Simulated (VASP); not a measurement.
A run of VASP 6.6.1:

Contents of INCAR:

```
SYSTEM = SnB26As27
  PREC = Accurate
  ENCUT = 520
  EDIFF = 1E-6
  ISMEAR = -1
  SIGMA = 0.01
  LREAL = Auto
  LASPH = .TRUE.
  NELM = 60
  ALGO = Normal
  ISIF = 2
  LWAVE = .FALSE.
  LCHARG = .TRUE.
  GGA = PE
  LELF = .TRUE.
  LVHAR = .TRUE.
  NELECT = 226.0
  NBANDS = 146
```

File KPOINTS:

```
regular mesh
0
G
  2 2 2
  0 0 0
```

The input POSCAR:

```
SnB26As27
1.0
    0.0000000000      7.1655000000      7.1655000000
    7.1655000000      0.0000000000      7.1655000000
    7.1655000000      7.1655000000      0.0000000000
Sn B As
1 26 27
Direct
    0.0000000000      0.0000000000      0.0000000000
   -0.0007723420     -0.0007723420      0.3394900836
   -0.0007723420     -0.0007723420      0.6620546005
   -0.0007723420      0.3394900836     -0.0007723420
   -0.0008036732      0.3336012244      0.3336012244
   -0.0007723420      0.3394900836      0.6620546005
   -0.0007723420      0.6620546005     -0.0007723420
   -0.0007723420      0.6620546005      0.3394900836
   -0.0002929534      0.6667643178      0.6667643178
    0.3394900836     -0.0007723420     -0.0007723420
    0.3336012244     -0.0008036732      0.3336012244
    0.3394900836     -0.0007723420      0.6620546005
    0.3336012244      0.3336012244     -0.0008036732
    0.3336012244      0.3336012244      0.3336012244
    0.3336918025      0.3336918025      0.6663081975
    0.3394900836      0.6620546005     -0.0007723420
    0.3336918025      0.6663081975      0.3336918025
    0.3336918025      0.6663081975      0.6663081975
    0.6620546005     -0.0007723420     -0.0007723420
    0.6620546005     -0.0007723420      0.3394900836
    0.6667643178     -0.0002929534      0.6667643178
    0.6620546005      0.3394900836     -0.0007723420
    0.6663081975      0.3336918025      0.3336918025
    0.6663081975      0.3336918025      0.6663081975
    0.6667643178      0.6667643178     -0.0002929534
    0.6663081975      0.6663081975      0.3336918025
    0.6667643178      0.6667643178      0.6667643178
    0.0969399143      0.0969399143      0.0969399143
    0.0827380582      0.0827380582      0.4172619418
    0.0969399143      0.0969399143      0.7091802572
    0.0827380582      0.4172619418      0.0827380582
    0.0827380582      0.4172619418      0.4172619418
    0.0842880984      0.4167426358      0.7494846329
    0.0969399143      0.7091802572      0.0969399143
    0.0842880984      0.7494846329      0.4167426358
    0.0842880984      0.7494846329      0.7494846329
    0.4172619418      0.0827380582      0.0827380582
    0.4172619418      0.0827380582      0.4172619418
    0.4167426358      0.0842880984      0.7494846329
    0.4172619418      0.4172619418      0.0827380582
    0.4167681325      0.4167681325      0.4167681325
    0.4167681325      0.4167681325      0.7496956025
    0.4167426358      0.7494846329      0.0842880984
    0.4167681325      0.7496956025      0.4167681325
    0.4167426358      0.7494846329      0.7494846329
    0.7091802572      0.0969399143      0.0969399143
    0.7494846329      0.0842880984      0.4167426358
    0.7494846329      0.0842880984      0.7494846329
    0.7494846329      0.4167426358      0.0842880984
    0.7496956025      0.4167681325      0.4167681325
    0.7494846329      0.4167426358      0.7494846329
    0.7494846329      0.7494846329      0.0842880984
    0.7494846329      0.7494846329      0.4167426358
    0.7500000000      0.7500000000      0.7500000000
```

Potentials or basis: VASP PAW PBE potentials, release 64 (Sn_d, B, As).

Run with:

```sh
$ cat potpaw_PBE.64/Sn_d/POTCAR potpaw_PBE.64/B/POTCAR potpaw_PBE.64/As/POTCAR > POTCAR
$ mpirun -np 1 vasp_std > vasp.out
```

Hardware: 1 thread of Oxide Virtual Turin-like Processor (shared host).

Problem. Estimate the wall time of this run.

Solution. Run time: 19 min on 1 thread of Oxide Virtual Turin-like Processor, on a shared host, peak memory 1 GiB. Counts: scf iterations 14, k points 3.
